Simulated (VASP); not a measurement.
Runs of VASP 6.6.1 on Hf. The structure is that of space group P6_3/mmc (No. 194), or close to it. The cells are those of the table. 

```tsv
cell	k mesh	smearing	gap on the mesh (eV)	pressure (GPa)
a = 3.230, b = 3.230, c = 5.096 Å, angles 90.0, 90.0, 120.0°, 2 atoms	15 × 15 × 8	gaussian 0.1 eV	none	-3.7
a = 3.166, b = 3.166, c = 4.995 Å, angles 90.0, 90.0, 120.0°, 2 atoms	15 × 15 × 8	gaussian 0.1 eV	none	3.0
a = 3.133, b = 3.133, c = 4.943 Å, angles 90.0, 90.0, 120.0°, 2 atoms	15 × 15 × 8	gaussian 0.1 eV	none	(b)
a = 3.197, b = 3.197, c = 5.058 Å, angles 90.0, 90.0, 120.0°, 2 atoms	6 × 6 × 4	gaussian 0.1 eV	none	(a)
a = 3.198, b = 3.198, c = 5.046 Å, angles 90.0, 90.0, 120.0°, 2 atoms	15 × 15 × 8	gaussian 0.1 eV	none	-0.6
a = 3.198, b = 3.198, c = 5.055 Å, angles 90.0, 90.0, 120.0°, 2 atoms	15 × 15 × 8	fermi-dirac 0.15 eV	none	-0.6
a = 3.261, b = 3.261, c = 5.145 Å, angles 90.0, 90.0, 120.0°, 2 atoms	15 × 15 × 8	gaussian 0.1 eV	none	-6.4
```

Alike in all rows: task single point; level r2SCAN; potentials or basis VASP PAW PBE potentials, release 64 (Hf_pv); no spin polarisation; cutoff (eV) 520.

Q: Fill in the values left out.

A: (a) -0.3; (b) 7.0.

Caveats: some runs use coarse meshes; the PAW data sets were made with another functional, which shifts forces and pressure a little; spin-orbit coupling is left out, which moves the levels of the heavy elements.

A k mesh can miss the band edges, and the runs leave out spin-orbit coupling on Hf.

A gap of «none» marks levels without a gap at the run's occupations.
